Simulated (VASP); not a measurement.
A run of VASP 6.6.1 is set up as follows.

Contents of INCAR:

```
PREC     = Accurate       # precision mode
ENCUT    = 520            # plane-wave cutoff, eV
EDIFF    = 1E-7           # SCF threshold, eV
ISMEAR   = -1             # smearing method
SIGMA    = 0.05           # smearing width, eV
LREAL    = False          # projectors in reciprocal space
LASPH    = True           # aspherical terms in the spheres
NELM     = 80             # most SCF steps
ALGO     = Normal         # electronic algorithm
ISIF     = 2              # what is computed and relaxed
LWAVE    = False          # write WAVECAR
LCHARG   = False          # write CHGCAR
GGA      = PE             # functional
NBANDS   = 16             # bands
```

Contents of KPOINTS:

```
Automatic mesh
0
Gamma
  14 14 13
```

The input POSCAR:

```
AlRu
1.0
    2.6852391341      0.0000000000      0.0000000000
   -1.3426195671      2.3254853053      0.0000000000
    0.0000000000      0.0000000000      3.6939089669
Ru Al
1 1
Direct
    0.0000000000      0.0000000000      0.0000000000
    0.3333333333      0.6666666667      0.5000000000
```

Potentials or basis: VASP PAW PBE potentials, release 64 (Ru_pv, Al).

Command:

```sh
$ cat potpaw_PBE.64/Ru_pv/POTCAR potpaw_PBE.64/Al/POTCAR > POTCAR
$ mpirun -np 1 vasp_std > vasp.out
```

Problem. Predict the band gap on the k mesh.

Solution. Zero (an odd number of electrons rules out a gap without spin polarisation).

Problem. Estimate the pressure.

Solution. 60.4 GPa.

Caveat: the cell stands under pressure.
